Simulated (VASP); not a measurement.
# CoSi2 (Fm-3m) in VASP: single point with PBE

Aim: the single point of CoSi2 with PBE.

All numbers are computed with VASP 6.6.1; they aren't measurements. Logs are shortened: lines on timing, memory, paths and dates and some standing lists are left out, and cuts for length are marked.

## Step 1: The cell of the first run

The structure is cubic, space group Fm-3m (No. 225). The conventional cell has a = 5.360 Å, b = 5.360 Å, c = 5.360 Å, α = 90.00°, β = 90.00°, γ = 90.00°. Within 3.1 Å of Co (site symmetry m-3m) lie 8 Si at 2.32 Å. Si (site symmetry -43m) has 4 Co at 2.32 Å and 6 Si at 2.68 Å within 3.1 Å.

## Step 2: Single point, PBE, collinear spin, antiferromagnetic start

INCAR

```
SYSTEM = CoSi2
  PREC = Accurate
  ENCUT = 520
  EDIFF = 1E-6
  ISMEAR = 0
  SIGMA = 0.05
  LREAL = .FALSE.
  LASPH = .TRUE.
  NELM = 150
  ALGO = Normal
  ISIF = 2
  LWAVE = .FALSE.
  LCHARG = .FALSE.
  ISPIN = 2
  MAGMOM = 1.5 -1.5 0 0 0 0
  LORBIT = 11
  LMAXMIX = 4
  GGA = PE
  NBANDS = 30
```

KPOINTS

```
Automatic mesh
0
G
  8 8 6
  0 0 0
```

POSCAR

```
CoSi2
1.0
    0.0000000000      2.6798182503     -2.6798182503
    0.0000000000      2.6798182503      2.6798182503
    5.3596365006      0.0000000000      0.0000000000
Co Si
2 4
Direct
    0.0000000000      0.0000000000      0.0000000000
    0.5000000000      0.5000000000      0.5000000000
    0.0000000000      0.5000000000      0.2500000000
    0.0000000000      1.5000000000      0.7500000000
    0.5000000000      1.0000000000      0.7500000000
    0.5000000000      2.0000000000      1.2500000000
```

Potentials or basis: VASP PAW PBE potentials, release 64 (Co, Si).

Command:

```bash
cat potpaw_PBE.64/Co/POTCAR potpaw_PBE.64/Si/POTCAR > POTCAR
mpirun -np 1 vasp_std > vasp.out
```

OUTCAR:

```text
SYSTEM = CoSi2
   PREC = Accurate
   ENCUT = 520
   EDIFF = 1E-6
   ISMEAR = 0
   LREAL = .FALSE.
   LASPH = .TRUE.
   NELM = 150
   ISIF = 2
   ISPIN = 2
   LORBIT = 11
   GGA = PE

 ion  position               nearest neighbor table
   1  0.000  0.000  0.000-   3 2.32   4 2.32   5 2.32   6 2.32   3 2.32   4 2.32   5 2.32   6 2.32

   2  0.500  0.500  0.500-   3 2.32   4 2.32   5 2.32   6 2.32   5 2.32   6 2.32   3 2.32   4 2.32

   3  0.000  0.500  0.250-   1 2.32   2 2.32   1 2.32   2 2.32   4 2.68   4 2.68   6 2.68   6 2.68
                             6 2.68   6 2.68
   4  0.000  0.500  0.750-   1 2.32   2 2.32   1 2.32   2 2.32   3 2.68   3 2.68   5 2.68   5 2.68
                             5 2.68   5 2.68
   5  0.500  0.000  0.750-   1 2.32   2 2.32   2 2.32   1 2.32   6 2.68   4 2.68   4 2.68   6 2.68
                             4 2.68   4 2.68
   6  0.500  0.000  0.250-   1 2.32   2 2.32   2 2.32   1 2.32   5 2.68   3 2.68   3 2.68   5 2.68
                             3 2.68   3 2.68

  LATTYP: Found a simple tetragonal cell.
 ALAT       =     3.7898353143
 C/A-ratio  =     1.4142135624

  Lattice vectors:

 A1 = (   0.0000000000,   2.6798182503,  -2.6798182503)
 A2 = (   0.0000000000,   2.6798182503,   2.6798182503)
 A3 = (   5.3596365006,   0.0000000000,   0.0000000000)

Analysis of symmetry for initial positions (statically):
=====================================================================
 Subroutine PRICEL returns following result:

  LATTYP: Found a face centered cubic cell.
 ALAT       =     5.3596365006
[... 12 lines left out ...]
 Subroutine GETGRP returns: Found 16 space group operations
 (whereof 16 operations were pure point group operations)
 out of a pool of 16 trial point group operations.

The static configuration has the point symmetry D_4h.

Analysis of symmetry for dynamics (positions and initial velocities):
=====================================================================
 Subroutine PRICEL returns following result:

  LATTYP: Found a face centered cubic cell.
 ALAT       =     5.3596365006
[... 12 lines left out ...]
 Subroutine GETGRP returns: Found 16 space group operations
 (whereof 16 operations were pure point group operations)
 out of a pool of 16 trial point group operations.

The dynamic configuration has the point symmetry D_4h.

Analysis of structural, dynamic, and magnetic symmetry:
=====================================================================
 Subroutine PRICEL returns following result:

  LATTYP: Found a face centered cubic cell.
 ALAT       =     5.3596365006
[... 12 lines left out ...]
 Subroutine GETGRP returns: Found 16 space group operations
 (whereof 16 operations were pure point group operations)
 out of a pool of 16 trial point group operations.

The overall configuration has the point symmetry D_4h.

 Subroutine INISYM returns: Found 16 space group operations
 (whereof 16 operations are pure point group operations),
 and found     2 'primitive' translations

----------------------------------------------------------------------------------------

                                     Primitive cell

  volume of cell :      38.4898

  direct lattice vectors                    reciprocal lattice vectors
    -2.679818250 -2.679818250  0.000000000    -0.186579817 -0.186579817  0.186579817
    -2.679818250  0.000000000 -2.679818250    -0.186579817  0.186579817 -0.186579817
    -0.000000000 -2.679818250 -2.679818250     0.186579817 -0.186579817 -0.186579817

  length of vectors
     3.789835314  3.789835314  3.789835314     0.323165724  0.323165724  0.323165724

  position of ions in fractional coordinates (direct lattice)
     0.000000000  0.000000000  0.000000000
     0.750000000  0.750000000  0.750000000
     0.250000000  0.250000000  0.250000000

  ion indices of the primitive-cell ions
   primitive index   ion index
                 1           1
                 2           3
                 3           4

----------------------------------------------------------------------------------------

 KPOINTS: Automatic mesh

Automatic generation of k-mesh.
[... 45 lines left out ...]
  0.375000  0.125000  0.166667     16.000000
  0.500000  0.125000  0.166667      8.000000
 [... further k-points ...]
   k-points           NKPTS =     60   k-points in BZ     NKDIM =     60   number of bands    NBANDS=     30
   number of dos      NEDOS =    301   number of ions     NIONS =      6
   total plane-waves  NPLWV =  31360
   dimension x,y,z NGX =    28 NGY =   28 NGZ =   40
   dimension x,y,z NGXF=    56 NGYF=   56 NGZF=   80
   ions per type =               2   4
   NGX,Y,Z   is equivalent  to a cutoff of  12.28, 12.28, 12.41 a.u.
   NGXF,Y,Z  is equivalent  to a cutoff of  24.57, 24.57, 24.81 a.u.
 SYSTEM =  CoSi2
   PREC   = accura    normal or accurate (medium, high low for compatibility)
   ISTART =      0    job   : 0-new  1-cont  2-samecut
   ICHARG =      2    charge: 1-file 2-atom 10-const
   ISPIN  =      2    spin polarized calculation?
   LNONCOLLINEAR =      F non collinear calculations
   LSORBIT =      F    spin-orbit coupling
   LASPH  =      T    aspherical Exc in radial PAW
   ENCUT  =  520.0 eV  38.22 Ry    6.18 a.u.   7.05  7.05  9.97*2*pi/ulx,y,z
   NELM   =    150;   NELMIN=  2; NELMDL= -5     # of ELM steps
   EDIFF  = 0.1E-05   stopping-criterion for ELM
   LREAL  =      F    real-space projection
   EDIFFG = 0.1E-04   stopping-criterion for IOM
   NSW    =      0    number of steps for IOM
   IBRION =     -1    ionic relax: 0-MD 1-quasi-New 2-CG
   NFREE  =      0    steps in history (QN), initial steepest desc. (CG)
   ISIF   =      2    stress and relaxation
   ISYM   =      2    0-nonsym 1-usesym 2-fastsym
   POTIM  = 0.5000    time-step for ionic-motion
   TEBEG  =    0.0;   TEEND  =   0.0 temperature during run
   PSTRESS=    0.0 pullay stress
   NELECT =      34.0000    total number of electrons
   NUPDOWN=      -1.0000    fix difference up-down
   EMIN   =  10.00;   EMAX   =-10.00  energy-range for DOS
   EFERMI =   0.00;   METHOD = LEGACY
   ISMEAR =     0;   SIGMA  =   0.05  broadening in eV -4-tet -1-fermi 0-gaus
   EFERMI_NEDOS =   21; number of points for ismear=-14 and -15
   IALGO  =     38    algorithm
   IMIX   =      4    mixing-type and parameters
     AMIX     =   0.40;   BMIX     =  1.00
     AMIX_MAG =   1.60;   BMIX_MAG =  1.00
  volume/ion in A,a.u.               =      12.83        86.58
  Fermi-wavevector in a.u.,A,eV,Ry     =   1.246740  2.355996 21.148351  1.554360
  Thomas-Fermi vector in A             =   2.380904
   LORBIT       =     11    0 simple, 1 ext, 2 COOP (PROOUT), +10 PAW based schemes
   GGA     = PE    functional components
   LHFCALC =     F    Hartree Fock is set to
   AEXX    =    0.0000 exact exchange contribution
   IVDW    =     0    specifies the selected vdW correction
   LEPSILON=     F    determine dielectric tensor
   LRPA    =     F    only Hartree local field effects (RPA)
 spin polarized calculation
 Gauss-broadening in eV      SIGMA  =   0.05
  energy-cutoff  :      520.00
  volume of cell :       76.98
 maximum number of plane-waves:      2112
   NGX = 15   NGY = 15   NGZ = 19

 number of electron      33.9999995 magnetization       0.0000000

 number of electron      33.9999995 magnetization      -0.0000000

 Free energy of the ion-electron system (eV)
  ---------------------------------------------------
  ext. energy  EPLUGINS =         0.00000000
  ---------------------------------------------------
  free energy    TOTEN  =       -38.60173338 eV

  energy without entropy =      -38.59987500  energy(sigma->0) =      -38.60080419

 E-fermi :  10.0236     XC(G=0): -11.7372

 val. band max:        9.9903830272   @ k =   0.2500   0.1250   0.0000
 cond. band min:      10.0460971829   @ k =   0.3750   0.1250   0.5000
 fundamental gap:      0.0557141556
 Fermi energy:        10.0235663239

 spin component 1

 k-point     1 :       0.0000    0.0000    0.0000
  band No.  band energies     occupation
      1      -3.0440      1.00000
      2       1.0175      1.00000
      3       2.8885      1.00000
      4       3.6387      1.00000
      5       5.9981      1.00000
      6       5.9981      1.00000
[... 757 lines left out ...]
     28      16.9382      0.00000
     29      20.1006      0.00000

 [... further k-points ...]

 spin component 2

 k-point     1 :       0.0000    0.0000    0.0000
  band No.  band energies     occupation
      1      -3.0440      1.00000
      2       1.0175      1.00000
      3       2.8885      1.00000
      4       3.6387      1.00000
      5       5.9981      1.00000
      6       5.9981      1.00000
[... 757 lines left out ...]
     28      16.9382      0.00000
     29      20.1006      0.00000

 [... further k-points ...]

 [bands above 29 left out]

------------------------ aborting loop because EDIFF is reached ----------------------------------------

  FORCE on cell =-STRESS in cart. coord.  units (eV):
  Direction    XX          YY          ZZ          XY          YZ          ZX
  --------------------------------------------------------------------------------------
  -------------------------------------------------------------------------------------
  Total       -0.2913643      0.0045988      0.0045988      0.0000000      0.0000000     -0.0000000
  in kB       -6.0641638      0.0957152      0.0957152      0.0000000      0.0000000     -0.0000000
  external PRESSURE =      -1.9575778 kB  Pullay stress =       0.0000000 kB

 VOLUME and BASIS-vectors are now :
 -----------------------------------------------------------------------------
  energy-cutoff  :      520.00
  volume of cell :       76.98
      direct lattice vectors                 reciprocal lattice vectors
     0.000000000  2.679818250 -2.679818250     0.000000000  0.186579817 -0.186579817
     0.000000000  2.679818250  2.679818250     0.000000000  0.186579817  0.186579817
     5.359636501  0.000000000  0.000000000     0.186579817  0.000000000  0.000000000

 POSITION                                       TOTAL-FORCE (eV/Angst)
 -----------------------------------------------------------------------------------
      0.00000      0.00000      0.00000        -0.000000     -0.000000     -0.000000
      2.67982      2.67982      0.00000         0.000000     -0.000000     -0.000000
      1.33991      1.33991      1.33991        -0.000000      0.000000      0.000000
      4.01973      1.33991      1.33991        -0.000000      0.000000      0.000000
      4.01973      1.33991     -1.33991         0.000000      0.000000      0.000000
      1.33991      1.33991     -1.33991         0.000000     -0.000000      0.000000
 -----------------------------------------------------------------------------------
    total drift:                                0.000000      0.000000      0.000000

  FREE ENERGIE OF THE ION-ELECTRON SYSTEM (eV)
  ---------------------------------------------------
  free  energy   TOTEN  =       -38.6017333799 eV

  energy  without entropy=      -38.5998750026  energy(sigma->0) =      -38.60080419

 total charge

# of ion       s       p       d       tot
------------------------------------------
    1        0.540   0.717   7.594   8.850
    2        0.540   0.717   7.594   8.850
    3        0.717   0.872   0.000   1.588
    4        0.717   0.872   0.000   1.588
    5        0.717   0.872   0.000   1.588
    6        0.717   0.872   0.000   1.588
--------------------------------------------------
tot          3.948   4.919  15.187  24.054

 magnetization (x)

# of ion       s       p       d       tot
------------------------------------------
    1       -0.000  -0.000  -0.000  -0.000
    2        0.000   0.000   0.000   0.000
    3        0.000   0.000   0.000   0.000
    4        0.000   0.000   0.000   0.000
    5        0.000   0.000   0.000   0.000
    6        0.000   0.000   0.000   0.000
--------------------------------------------------
tot          0.000   0.000   0.000   0.000
```

Run time: 5.5 min. Hardware: 1 thread of AMD EPYC 7R13, shared host; peak memory 0.3 GiB.

Results:

- Free energy: -38.6017 eV
- Pressure: -0.2 GPa
- Band gap on the k mesh: zero (filled and empty bands overlap)
- Net moment: 0.00 μB per cell
- Valence electrons inside the program's atomic spheres: Co 8.85; Si 1.59

Caveat: the moments typed at the start vanished in this run.

The gap in the log of VASP goes by the Fermi energy; the results here count the filled bands.